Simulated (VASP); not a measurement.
# Si16O (a cell with a defect) in VASP: single point with PBE+D3(BJ)

Aim: the single point of Si16O (a cell with a defect) with PBE+D3(BJ).

Program: VASP 6.6.1. These are calculated values, not measurements. Logs are shortened: lines on timing, memory, paths and dates and some standing lists are left out, and cuts for length are marked.

### Step 1. The cell of the first run

The cell holds a defect, 17 atoms: a = 7.679 Å, b = 7.679 Å, c = 7.679 Å, α = 60.00°, β = 60.00°, γ = 60.00°.

### Step 2. Single point, PBE+D3(BJ), collinear spin, ferromagnetic start

Contents of INCAR:

```
  PREC = Accurate
  ENCUT = 520
  EDIFF = 1E-6
  ISMEAR = -1
  SIGMA = 0.02
  LREAL = F
  LASPH = T
  NELM = 200
  ALGO = Normal
  ISIF = 2
  LWAVE = F
  LCHARG = F
  ISPIN = 2
  MAGMOM = 0 0 0 0 0 0 0 0 0 0 0 0 0 0 0 0 1
  LORBIT = 11
  GGA = PE
  IVDW = 12
  NBANDS = 53
  GGA_COMPAT = F
```

Contents of KPOINTS:

```
regular mesh
0
Gamma
  2 2 2
```

Contents of POSCAR:

```
Si16O
1.0
    0.0000000000      5.4300000000      5.4300000000
    5.4300000000      0.0000000000      5.4300000000
    5.4300000000      5.4300000000      0.0000000000
Si O
16 1
Direct
    0.0036403050     -0.0079023566      0.0045212508
    0.1469092368      0.0748801262      0.1479715163
   -0.0328326117      0.0187343134      0.5190002316
    0.1135496776      0.1303998974      0.6310736891
   -0.0069278100      0.4921463142     -0.0079998837
    0.1156786677      0.6161604558      0.1175747560
    0.0034327608      0.5037475460      0.4933105685
    0.1468994836      0.6468424876      0.5761816865
    0.5186962396      0.0187309025     -0.0318740880
    0.6303564715      0.1306904934      0.1145189220
    0.4870792275     -0.0128633482      0.4880436182
    0.6115768012      0.1111644465      0.6126925546
    0.4916914349      0.5039782380      0.0046236148
    0.5740164842      0.6472421996      0.1485147185
    0.5188525346      0.4668283140      0.5191713361
    0.6301403287      0.6136031927      0.6312725949
    0.2946906681      0.7947146777      0.2950524138
```

Potentials or basis: VASP PAW PBE potentials, release 64 (Si, O).

On the command line:

```bash
> cat potpaw_PBE.64/Si/POTCAR potpaw_PBE.64/O/POTCAR > POTCAR
> mpirun -np 1 vasp_std > vasp.out
```

OUTCAR:

```text
PREC = Accurate
   ENCUT = 520
   EDIFF = 1E-6
   ISMEAR = -1
   LREAL = F
   LASPH = T
   NELM = 200
   ISIF = 2
   ISPIN = 2
   LORBIT = 11
   GGA = PE
   IVDW = 12
 IVDW          = 12

 ion  position               nearest neighbor table
   1  0.004  0.992  0.005-   2 2.33  10 2.34   4 2.34   6 2.36
   2  0.147  0.075  0.148-  17 1.90   1 2.33   3 2.38   9 2.38   5 2.62
   3  0.967  0.019  0.519-  12 2.26   4 2.33   2 2.38   8 2.38
   4  0.114  0.130  0.631-   3 2.33   7 2.34   1 2.34  11 2.36
   5  0.993  0.492  0.992-   6 2.33   8 2.62   2 2.62  14 2.64
   6  0.116  0.616  0.118-   5 2.33   7 2.36   1 2.36  13 2.36
   7  0.003  0.504  0.493-   8 2.33  16 2.34   4 2.34   6 2.36
   8  0.147  0.647  0.576-  17 1.90   7 2.33   3 2.38  15 2.38   5 2.62
   9  0.519  0.019  0.968-  12 2.25  10 2.33  14 2.38   2 2.38  17 2.56
  10  0.630  0.131  0.115-   9 2.33   1 2.34  13 2.34  11 2.36
  11  0.487  0.987  0.488-  12 2.34   4 2.36  16 2.36  10 2.36
  12  0.612  0.111  0.613-   9 2.25   3 2.26  15 2.26  11 2.34
  13  0.492  0.504  0.005-  14 2.33  10 2.34  16 2.34   6 2.36
  14  0.574  0.647  0.149-  17 1.89  13 2.33  15 2.37   9 2.38   5 2.64
  15  0.519  0.467  0.519-  12 2.26  16 2.33  14 2.37   8 2.38
  16  0.630  0.614  0.631-  15 2.33   7 2.34  13 2.34  11 2.36
  17  0.295  0.795  0.295-  14 1.89   2 1.90   8 1.90   9 2.56

  LATTYP: Found a face centered cubic cell.
 ALAT       =    10.8600000000

  Lattice vectors:

 A1 = (   0.0000000000,   5.4300000000,   5.4300000000)
 A2 = (   5.4300000000,   0.0000000000,   5.4300000000)
 A3 = (   5.4300000000,   5.4300000000,   0.0000000000)

Analysis of symmetry for initial positions (statically):
=====================================================================
 Subroutine PRICEL returns:
 Original cell was already a primitive cell.

 Routine SETGRP: Setting up the symmetry group for a
 face centered cubic supercell.

 Subroutine GETGRP returns: Found  1 space group operations
 (whereof  1 operations were pure point group operations)
 out of a pool of 48 trial point group operations.

The static configuration has the point symmetry C_1 .

Analysis of symmetry for dynamics (positions and initial velocities):
=====================================================================
 Subroutine PRICEL returns:
 Original cell was already a primitive cell.

 Routine SETGRP: Setting up the symmetry group for a
 face centered cubic supercell.

 Subroutine GETGRP returns: Found  1 space group operations
 (whereof  1 operations were pure point group operations)
 out of a pool of 48 trial point group operations.

The dynamic configuration has the point symmetry C_1 .

Analysis of structural, dynamic, and magnetic symmetry:
=====================================================================
 Subroutine PRICEL returns:
[... 171 lines left out ...]

 E-fermi :   6.3973     XC(G=0):  -9.5503

 val. band max:        6.3133126242   @ k =   0.5000   0.5000   0.5000
 cond. band min:       6.4846568895   @ k =   0.0000   0.0000   0.0000
 fundamental gap:      0.1713442653
 Fermi energy:         6.3972884082

 spin component 1

 k-point     1 :       0.0000    0.0000    0.0000
  band No.  band energies     occupation
      1     -14.2839      1.00000
      2      -5.7413      1.00000
      3      -4.2865      1.00000
      4      -4.2762      1.00000
      5      -3.7993      1.00000
      6      -3.1460      1.00000
[... 389 lines left out ...]
     46      10.3449      0.00000
     47      10.3649      0.00000
 Fermi energy:         6.3972884082

 spin component 2

 k-point     1 :       0.0000    0.0000    0.0000
  band No.  band energies     occupation
      1     -14.2839      1.00000
      2      -5.7413      1.00000
      3      -4.2865      1.00000
      4      -4.2763      1.00000
      5      -3.7993      1.00000
      6      -3.1460      1.00000
[... 389 lines left out ...]
     46      10.3449      0.00000
     47      10.3649      0.00000
 [bands above 47 left out]

------------------------ aborting loop because EDIFF is reached ----------------------------------------

 Edisp (eV)   -5.30458

 E8    (eV) :    -2.1798

  FORCE on cell =-STRESS in cart. coord.  units (eV):
  Direction    XX          YY          ZZ          XY          YZ          ZX
  --------------------------------------------------------------------------------------
  -------------------------------------------------------------------------------------
  Total       3.02560     2.97911     2.97282     0.18760     0.13678     0.11765
  in kB      15.13883    14.90620    14.87475     0.93867     0.68438     0.58868
  external pressure =       14.97 kB  Pullay stress =        0.00 kB

 VOLUME and BASIS-vectors are now :
 -----------------------------------------------------------------------------
  energy-cutoff  :      520.00
  volume of cell :      320.21
      direct lattice vectors                 reciprocal lattice vectors
     0.000000000  5.430000000  5.430000000    -0.092081031  0.092081031  0.092081031
     5.430000000  0.000000000  5.430000000     0.092081031 -0.092081031  0.092081031
     5.430000000  5.430000000  0.000000000     0.092081031  0.092081031 -0.092081031

 POSITION                                       TOTAL-FORCE (eV/Angst)
 -----------------------------------------------------------------------------------
      5.41164      0.04432      5.40686        -0.002256     -0.012975      0.003084
      1.21008      1.60120      1.20432        -0.005293     -0.026215      0.036532
      2.91990      8.06989      5.35345         0.003533      0.026988      0.002614
      4.13480      4.04330      1.32465         0.007736     -0.002181     -0.014069
      8.05892     10.77894      8.06474         0.023720      0.004379     -0.010853
      3.98418      1.26657      3.97389        -0.016135     -0.006851      0.013277
[... 9 lines left out ...]
      6.75968      6.84947      6.75353        -0.005738      0.002450     -0.013924
      5.91744      3.20230      5.91547         0.015612      0.007452     -0.029960
 -----------------------------------------------------------------------------------
    total drift:                                0.000093      0.000084      0.000113

  FREE ENERGIE OF THE ION-ELECTRON SYSTEM (eV)
  ---------------------------------------------------
  free  energy   TOTEN  =       -95.7798993949 eV

  energy  without entropy=      -95.7788611336  energy(sigma->0) =      -95.77938026

 total charge

# of ion       s       p       d       tot
------------------------------------------
    1        0.744   0.959   0.000   1.703
    2        0.736   0.882   0.000   1.619
    3        0.769   0.943   0.000   1.712
    4        0.740   0.959   0.000   1.699
    5        0.818   0.785   0.000   1.603
    6        0.745   0.952   0.000   1.697
[... 9 lines left out ...]
   16        0.740   0.959   0.000   1.699
   17        1.596   3.453   0.000   5.050
--------------------------------------------------
tot         13.618  18.389   0.000  32.007

 magnetization (x)

# of ion       s       p       d       tot
------------------------------------------
    1        0.000  -0.000   0.000   0.000
    2        0.000   0.000   0.000   0.000
    3        0.000   0.000   0.000   0.000
    4        0.000   0.000   0.000   0.000
    5       -0.000   0.000   0.000  -0.000
    6       -0.000  -0.000   0.000  -0.000
[... 9 lines left out ...]
   16        0.000   0.000   0.000   0.000
   17       -0.000  -0.000   0.000  -0.000
--------------------------------------------------
tot         -0.000  -0.000   0.000  -0.000
```

OSZICAR:

```text
N       E                     dE             d eps       ncg     rms          rms(c)
DAV:   1     0.194183287282E+03    0.19418E+03   -0.27013E+04  1696   0.109E+03
DAV:   2    -0.718580675235E+02   -0.26604E+03   -0.24887E+03  2060   0.174E+02
DAV:   3    -0.922884655146E+02   -0.20430E+02   -0.20054E+02  2171   0.451E+01
DAV:   4    -0.927132297079E+02   -0.42476E+00   -0.42319E+00  2112   0.766E+00
DAV:   5    -0.927225304360E+02   -0.93007E-02   -0.92942E-02  2195   0.109E+00    0.164E+01
DAV:   6    -0.906717127013E+02    0.20508E+01   -0.65737E+00  2539   0.137E+01    0.948E+00
DAV:   7    -0.905598947942E+02    0.11182E+00   -0.27757E+00  1931   0.557E+00    0.486E+00
DAV:   8    -0.905137608634E+02    0.46134E-01   -0.11358E+00  2280   0.454E+00    0.237E+00
DAV:   9    -0.904703664278E+02    0.43394E-01   -0.18969E-01  2387   0.220E+00    0.958E-01
DAV:  10    -0.904719906084E+02   -0.16242E-02   -0.17152E-01  2120   0.153E+00    0.404E-01
DAV:  11    -0.904746691171E+02   -0.26785E-02   -0.15662E-02  1968   0.513E-01    0.292E-01
DAV:  12    -0.904750911161E+02   -0.42200E-03   -0.33657E-03  2216   0.224E-01    0.117E-01
DAV:  13    -0.904752562734E+02   -0.16516E-03   -0.64517E-04  2144   0.986E-02    0.459E-02
DAV:  14    -0.904753041225E+02   -0.47849E-04   -0.92395E-05  2088   0.399E-02    0.167E-02
DAV:  15    -0.904753129468E+02   -0.88243E-05   -0.85760E-06  2048   0.132E-02    0.759E-03
DAV:  16    -0.904753158213E+02   -0.28746E-05   -0.28691E-06  1904   0.657E-03    0.311E-03
DAV:  17    -0.904753163858E+02   -0.56445E-06   -0.68886E-07  1312   0.407E-03
   1 F= -.95779899E+02 E0= -.95779380E+02  d E =-.103826E-02  mag=     0.0000
```

stdout:

```text
POSCAR found type information on POSCAR SiO
 POSCAR found :  2 types and      17 ions
 scaLAPACK will be used
 -----------------------------------------------------------------------------
|                                                                             |
|                                                                             |
|     You have a (more or less) 'large supercell' and for larger cells it     |
|     might be more efficient to use real-space projection operators.         |
|     Therefore, try LREAL= Auto in the INCAR file.                           |
|     Mind: For very accurate calculation, you might also keep the            |
|     reciprocal projection scheme (i.e. LREAL=.FALSE.).                      |
|                                                                             |
 -----------------------------------------------------------------------------

 LDA part: xc-table for (Slater+PW92), standard interpolation
 POSCAR, INCAR and KPOINTS ok, starting setup
 FFT: planning ... GRIDC
 FFT: planning ... GRID_SOFT
 FFT: planning ... GRID
 WAVECAR not read
 entering main loop
```

Run time: 3.7 min. Hardware: 1 thread of Intel Xeon 6975P-C (Granite Rapids), shared host; peak memory 0.73 GiB.

Results:

```
Free energy                                           : -95.7799 eV
Pressure                                              : 1.5 GPa
Largest force                                         : 0.066 eV/Å
Band gap on the k mesh                                : zero (filled and empty bands overlap)
Net moment                                            : 0.00 μB per cell
Valence electrons inside the program's atomic spheres : Si 1.70, 1.62, 1.71, 1.60, 1.69, 1.76; O 5.05
Dispersion energy per atom                            : -0.312 eV
```

Forces on the atoms (eV/Å):
```
Si  -0.002 -0.013  0.003
Si  -0.005 -0.026  0.037
Si   0.004  0.027  0.003
Si   0.008 -0.002 -0.014
Si   0.024  0.004 -0.011
Si  -0.016 -0.007  0.013
Si  -0.007 -0.002 -0.013
Si   0.012  0.013 -0.003
Si   0.011  0.014 -0.023
Si  -0.007 -0.007  0.000
Si  -0.002 -0.003 -0.001
Si  -0.004 -0.012  0.000
Si  -0.009  0.005  0.003
Si  -0.045 -0.002  0.048
Si   0.030  0.002  0.003
Si  -0.006  0.002 -0.014
O    0.016  0.007 -0.030
```

Levels at points of the mesh, in eV from the Fermi level:
Spin up:
```
           k point  band 32  band 33  band 34  band 35  band 36  band 37  band 38  band 39
(0.00, 0.00, 0.00)    -0.81    -0.80    -0.38     0.09     0.10     0.38     0.39     0.55
(0.50, 0.00, 0.00)    -1.59    -1.25    -1.06    -0.87     0.51     0.99     1.05     1.30
(0.00, 0.50, 0.00)    -1.58    -1.25    -1.07    -0.87     0.52     0.99     1.05     1.30
(0.00, 0.00, 0.50)    -1.58    -1.25    -1.06    -0.86     0.53     0.99     1.05     1.30
(0.50, 0.50, 0.50)    -1.55    -1.12    -1.12    -0.11    -0.08     1.03     1.09     1.09
(0.50, 0.50, 0.00)    -1.77    -1.75    -1.57    -1.11     0.22     0.88     1.00     2.01
(0.00, 0.50, 0.50)    -1.77    -1.76    -1.57    -1.08     0.21     0.88     1.00     2.02
(0.50, 0.00, 0.50)    -1.77    -1.75    -1.57    -1.10     0.22     0.88     1.00     2.02
```
Spin down:
```tsv
k point	band 32	band 33	band 34	band 35	band 36	band 37	band 38	band 39
(0.00, 0.00, 0.00)	-0.81	-0.80	-0.38	0.09	0.10	0.38	0.39	0.55
(0.50, 0.00, 0.00)	-1.59	-1.25	-1.06	-0.87	0.51	0.99	1.05	1.30
(0.00, 0.50, 0.00)	-1.58	-1.25	-1.07	-0.87	0.52	0.99	1.05	1.30
(0.00, 0.00, 0.50)	-1.58	-1.25	-1.06	-0.86	0.53	0.99	1.05	1.30
(0.50, 0.50, 0.50)	-1.55	-1.12	-1.12	-0.11	-0.08	1.03	1.09	1.09
(0.50, 0.50, 0.00)	-1.77	-1.75	-1.57	-1.11	0.22	0.88	1.00	2.01
(0.00, 0.50, 0.50)	-1.77	-1.76	-1.57	-1.08	0.21	0.88	1.00	2.02
(0.50, 0.00, 0.50)	-1.77	-1.75	-1.57	-1.10	0.22	0.88	1.00	2.02
```

Caveat: the k points lie up to 0.50 Å⁻¹ apart.
